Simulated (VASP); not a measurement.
# PbS (R3m) in VASP: notebook, part 2 of 3

VASP 6.6.1. Earlier steps stand in the parts before.

**3. Single point, PBE (functional PBE, strained)**

The input, INCAR:

```
SYSTEM = PbS
ALGO = Normal
EDIFF = 1E-6
ENCUT = 520
GGA = PE
ISIF = 2
ISMEAR = 0
LASPH = .TRUE.
LCHARG = .FALSE.
LREAL = .FALSE.
LWAVE = .FALSE.
NBANDS = 17
NELM = 80
PREC = Accurate
SIGMA = 0.02
```

The input, KPOINTS:

```
k-points
0
G
  9 9 9
  0 0 0
```

The input, POSCAR:

```
PbS
1.0
    2.2118934261      1.2770372649      3.6140527581
   -2.2118934261      1.2770372649      3.6140527581
    0.0000000000     -2.5540745300      3.6140527581
Pb S
1 1
Direct
    0.9805657800      0.9805657800      0.9805657800
    0.4750355500      0.4750355500      0.4750355500
```

Potentials or basis: VASP PAW PBE potentials, release 64 (Pb_d, S).

Launch:

```
$ cat potpaw_PBE.64/Pb_d/POTCAR potpaw_PBE.64/S/POTCAR > POTCAR
$ mpirun -np 1 vasp_std > vasp.out
```

OUTCAR:

```text
SYSTEM = PbS
   EDIFF = 1E-6
   ENCUT = 520
   GGA = PE
   ISIF = 2
   ISMEAR = 0
   LASPH = .TRUE.
   LREAL = .FALSE.
   NELM = 80
   PREC = Accurate

 ion  position               nearest neighbor table
   1  0.981  0.981  0.981-   2 3.09   2 3.09   2 3.09   2 3.16   2 3.16   2 3.16
   2  0.475  0.475  0.475-   1 3.09   1 3.09   1 3.09   1 3.16   1 3.16   1 3.16

  LATTYP: Found a trigonal (rhomboedric) cell.
 ALAT       =     4.4254574953
 COS(alpha) =     0.5003774362

  Lattice vectors:

 A1 = (   2.2118934261,   1.2770372649,   3.6140527581)
 A2 = (  -2.2118934261,   1.2770372649,   3.6140527581)
 A3 = (   0.0000000000,  -2.5540745300,   3.6140527581)

Analysis of symmetry for initial positions (statically):
=====================================================================
 Subroutine PRICEL returns:
 Original cell was already a primitive cell.

 Routine SETGRP: Setting up the symmetry group for a
 trigonal (rhombohedral) supercell.

 Subroutine GETGRP returns: Found  6 space group operations
 (whereof  6 operations were pure point group operations)
 out of a pool of 12 trial point group operations.

The static configuration has the point symmetry C_3v.

Analysis of symmetry for dynamics (positions and initial velocities):
=====================================================================
 Subroutine PRICEL returns:
 Original cell was already a primitive cell.

 Routine SETGRP: Setting up the symmetry group for a
 trigonal (rhombohedral) supercell.

 Subroutine GETGRP returns: Found  6 space group operations
 (whereof  6 operations were pure point group operations)
 out of a pool of 12 trial point group operations.

The dynamic configuration has the point symmetry C_3v.

 Subroutine INISYM returns: Found  6 space group operations
 (whereof  6 operations are pure point group operations),
 and found     1 'primitive' translations

----------------------------------------------------------------------------------------

                                     Primitive cell

  volume of cell :      61.2510

  direct lattice vectors                    reciprocal lattice vectors
     2.211893426  1.277037265  3.614052758     0.226050674  0.130510418  0.092232559
    -2.211893426  1.277037265  3.614052758    -0.226050674  0.130510418  0.092232559
     0.000000000 -2.554074530  3.614052758     0.000000000 -0.261020835  0.092232559

  length of vectors
     4.425457495  4.425457495  4.425457495     0.276836994  0.276836994  0.276836994

  position of ions in fractional coordinates (direct lattice)
     0.980565780  0.980565780  0.980565780
     0.475035550  0.475035550  0.475035550

  ion indices of the primitive-cell ions
   primitive index   ion index
                 1           1
                 2           2

----------------------------------------------------------------------------------------

 KPOINTS: k-points

Automatic generation of k-mesh.
 Grid dimensions read from file:
 generate k-points for:    9    9    9

 Generating k-lattice:

  Cartesian coordinates                     Fractional coordinates (reciprocal lattice)
     0.025116742  0.014501158  0.010248062     0.111111111 -0.000000000 -0.000000000
    -0.025116742  0.014501158  0.010248062    -0.000000000  0.111111111 -0.000000000
     0.000000000 -0.029002315  0.010248062    -0.000000000 -0.000000000  0.111111111

  Length of vectors
     0.030759666  0.030759666  0.030759666

  Shift w.r.t. Gamma in fractional coordinates (k-lattice)
     0.000000000  0.000000000  0.000000000

 Subroutine IBZKPT returns following result:
 ===========================================

 Found     85 irreducible k-points:

 Following reciprocal coordinates:
            Coordinates               Weight
  0.000000  0.000000  0.000000      1.000000
  0.111111  0.000000 -0.000000      6.000000
  0.222222  0.000000 -0.000000      6.000000
  0.333333 -0.000000 -0.000000      6.000000
  0.444444  0.000000 -0.000000      6.000000
  0.111111  0.111111 -0.000000      6.000000
[... 16 lines left out ...]
 -0.333333  0.333333  0.000000      6.000000
  0.444444  0.444444 -0.000000      6.000000
 [... further k-points ...]
   k-points           NKPTS =     85   k-points in BZ     NKDIM =     85   number of bands    NBANDS=     17
   number of dos      NEDOS =    301   number of ions     NIONS =      2
   total plane-waves  NPLWV =  46656
   dimension x,y,z NGX =    36 NGY =   36 NGZ =   36
   dimension x,y,z NGXF=    72 NGYF=   72 NGZF=   72
   ions per type =               1   1
   NGX,Y,Z   is equivalent  to a cutoff of  13.52, 13.52, 13.52 a.u.
   NGXF,Y,Z  is equivalent  to a cutoff of  27.05, 27.05, 27.05 a.u.
 SYSTEM =  PbS
   PREC   = accura    normal or accurate (medium, high low for compatibility)
   ISTART =      0    job   : 0-new  1-cont  2-samecut
   ICHARG =      2    charge: 1-file 2-atom 10-const
   ISPIN  =      1    spin polarized calculation?
   LNONCOLLINEAR =      F non collinear calculations
   LSORBIT =      F    spin-orbit coupling
   LASPH  =      T    aspherical Exc in radial PAW
   ENCUT  =  520.0 eV  38.22 Ry    6.18 a.u.   8.23  8.23  8.23*2*pi/ulx,y,z
   NELM   =     80;   NELMIN=  2; NELMDL= -5     # of ELM steps
   EDIFF  = 0.1E-05   stopping-criterion for ELM
   LREAL  =      F    real-space projection
   EDIFFG = 0.1E-04   stopping-criterion for IOM
   NSW    =      0    number of steps for IOM
   IBRION =     -1    ionic relax: 0-MD 1-quasi-New 2-CG
   NFREE  =      0    steps in history (QN), initial steepest desc. (CG)
   ISIF   =      2    stress and relaxation
   ISYM   =      2    0-nonsym 1-usesym 2-fastsym
   POTIM  = 0.5000    time-step for ionic-motion
   TEBEG  =    0.0;   TEEND  =   0.0 temperature during run
   PSTRESS=    0.0 pullay stress
   NELECT =      20.0000    total number of electrons
   NUPDOWN=      -1.0000    fix difference up-down
   EMIN   =  10.00;   EMAX   =-10.00  energy-range for DOS
   EFERMI =   0.00;   METHOD = LEGACY
   ISMEAR =     0;   SIGMA  =   0.02  broadening in eV -4-tet -1-fermi 0-gaus
   EFERMI_NEDOS =   21; number of points for ismear=-14 and -15
   IALGO  =     38    algorithm
   IMIX   =      4    mixing-type and parameters
     AMIX     =   0.40;   BMIX     =  1.00
     AMIX_MAG =   1.60;   BMIX_MAG =  1.00
  volume/ion in A,a.u.               =      30.63       206.67
  Fermi-wavevector in a.u.,A,eV,Ry     =   1.127319  2.130325 17.290952  1.270849
  Thomas-Fermi vector in A             =   2.264005
   LORBIT       =      0    0 simple, 1 ext, 2 COOP (PROOUT), +10 PAW based schemes
   GGA     = PE    functional components
   LHFCALC =     F    Hartree Fock is set to
   AEXX    =    0.0000 exact exchange contribution
   IVDW    =     0    specifies the selected vdW correction
   LEPSILON=     F    determine dielectric tensor
   LRPA    =     F    only Hartree local field effects (RPA)
 non-spin polarized calculation
 Gauss-broadening in eV      SIGMA  =   0.02
  energy-cutoff  :      520.00
  volume of cell :       61.25
 maximum number of plane-waves:      1673
 NGX is ok and might be reduce to    36
   NGX = 17   NGY = 17   NGZ = 17

 number of electron      20.0000000 magnetization

 Free energy of the ion-electron system (eV)
  ---------------------------------------------------
  ext. energy  EPLUGINS =         0.00000000
  ---------------------------------------------------
  free energy    TOTEN  =        -8.65095872 eV

  energy without entropy =       -8.65095872  energy(sigma->0) =       -8.65095872

 E-fermi :   3.8073     XC(G=0):  -8.9486

 val. band max:        3.6858053944   @ k =   0.4444   0.0000  -0.0000
 cond. band min:       4.7333543913   @ k =   0.4444   0.0000  -0.0000
 fundamental gap:      1.0475489969
 Fermi energy:         3.8072952292

 k-point     1 :       0.0000    0.0000    0.0000
  band No.  band energies     occupation
      1     -12.7684      2.00000
      2     -12.7680      2.00000
      3     -12.7680      2.00000
      4     -12.7493      2.00000
      5     -12.7493      2.00000
      6      -8.4186      2.00000
[... 9 lines left out ...]
     16      10.9866      0.00000
     17      12.1857      0.00000

 k-point     2 :       0.1111    0.0000   -0.0000
  band No.  band energies     occupation
      1     -12.7676      2.00000
      2     -12.7666      2.00000
      3     -12.7663      2.00000
      4     -12.7499      2.00000
      5     -12.7498      2.00000
      6      -8.3384      2.00000
[... 9 lines left out ...]
     16      11.2266      0.00000
     17      13.0208      0.00000
[... 421 lines left out ...]
 k-point    24 :       0.4444    0.4444   -0.0000
  band No.  band energies     occupation
      1     -12.8101      2.00000
      2     -12.7802      2.00000
      3     -12.7372      2.00000
      4     -12.7369      2.00000
      5     -12.7359      2.00000
      6      -7.3527      2.00000
[... 9 lines left out ...]
     16      15.0386      0.00000
     17      16.1506      0.00000

 [... further k-points ...]
[... 5 lines left out ...]
  --------------------------------------------------------------------------------------
  -------------------------------------------------------------------------------------
  Total       -1.8976041     -1.8976041     -1.8839100      0.0000000      0.0000000      0.0000000
  in kB      -49.6366763    -49.6366763    -49.2784714      0.0000000      0.0000000      0.0000000
  external PRESSURE =     -49.5172747 kB  Pullay stress =       0.0000000 kB

 VOLUME and BASIS-vectors are now :
 -----------------------------------------------------------------------------
  energy-cutoff  :      520.00
  volume of cell :       61.25
      direct lattice vectors                 reciprocal lattice vectors
     2.211893426  1.277037265  3.614052758     0.226050674  0.130510418  0.092232559
    -2.211893426  1.277037265  3.614052758    -0.226050674  0.130510418  0.092232559
     0.000000000 -2.554074530  3.614052758     0.000000000 -0.261020835  0.092232559

 POSITION                                       TOTAL-FORCE (eV/Angst)
 -----------------------------------------------------------------------------------
      0.00000     -0.00000     10.63145         0.000000     -0.000000      0.046793
      0.00000     -0.00000      5.15041         0.000000      0.000000     -0.046793
 -----------------------------------------------------------------------------------
    total drift:                                0.000000     -0.000000     -0.000080

  FREE ENERGIE OF THE ION-ELECTRON SYSTEM (eV)
  ---------------------------------------------------
  free  energy   TOTEN  =        -8.6509587189 eV

  energy  without entropy=       -8.6509587189  energy(sigma->0) =       -8.65095872
```

OSZICAR:

```text
N       E                     dE             d eps       ncg     rms          rms(c)
DAV:   1     0.154369838185E+03    0.15437E+03   -0.92333E+03  2890   0.122E+03
DAV:   2     0.340478560238E+01   -0.15097E+03   -0.14555E+03  3174   0.307E+02
DAV:   3    -0.898442830215E+01   -0.12389E+02   -0.12255E+02  3770   0.904E+01
DAV:   4    -0.929130587743E+01   -0.30688E+00   -0.30661E+00  3784   0.164E+01
DAV:   5    -0.930337619684E+01   -0.12070E-01   -0.12069E-01  4182   0.312E+00    0.389E+00
DAV:   6    -0.864329164950E+01    0.66008E+00   -0.20981E+00  4226   0.817E+00    0.263E+00
DAV:   7    -0.864772910710E+01   -0.44375E-02   -0.15273E-01  3330   0.185E+00    0.168E+00
DAV:   8    -0.865175490354E+01   -0.40258E-02   -0.24599E-02  3339   0.150E+00    0.564E-01
DAV:   9    -0.865057463381E+01    0.11803E-02   -0.47016E-03  4323   0.484E-01    0.194E-01
DAV:  10    -0.865096599932E+01   -0.39137E-03   -0.63338E-04  3205   0.141E-01    0.143E-01
DAV:  11    -0.865095688700E+01    0.91123E-05   -0.40270E-05  4037   0.712E-02    0.960E-03
DAV:  12    -0.865095891058E+01   -0.20236E-05   -0.46221E-06  3417   0.202E-02    0.114E-02
DAV:  13    -0.865095871886E+01    0.19172E-06   -0.49075E-07  3144   0.441E-03
   1 F= -.86509587E+01 E0= -.86509587E+01  d E =-.876648E-20
```

Wall time 95 s (1 thread of Intel Xeon Platinum 8375C at 2.90GHz (Ice Lake), shared host); peak memory 0.25 GiB.

What came out:

```yaml
Free_energy: -8.6510 eV
Pressure: -5.0 GPa
Largest_force: 0.047 eV/Å
```

Forces in eV/Å, atoms in the order of the input:
```
Pb   0.000  0.000  0.047
S    0.000  0.000 -0.047
```

Levels at points of the mesh, in eV from the Fermi level:
| k point | band 6 | band 7 | band 8 | band 9 | band 10 | band 11 | band 12 | band 13 | band 14 | band 15 |
| --- | --- | --- | --- | --- | --- | --- | --- | --- | --- | --- |
| (0.00, 0.00, 0.00) | -12.23 | -6.23 | -1.37 | -1.37 | -1.36 | 4.79 | 4.80 | 4.80 | 7.17 | 7.17 |

Caveat: the cell differs from its parent crystal (functional PBE, strained); this odd mesh misses L, where the gap lies, so gap, dielectric constants and Born charges aren't listed; spin-orbit coupling is left out, which moves the levels of the heavy elements.

(Continued in part 3 of 3.)
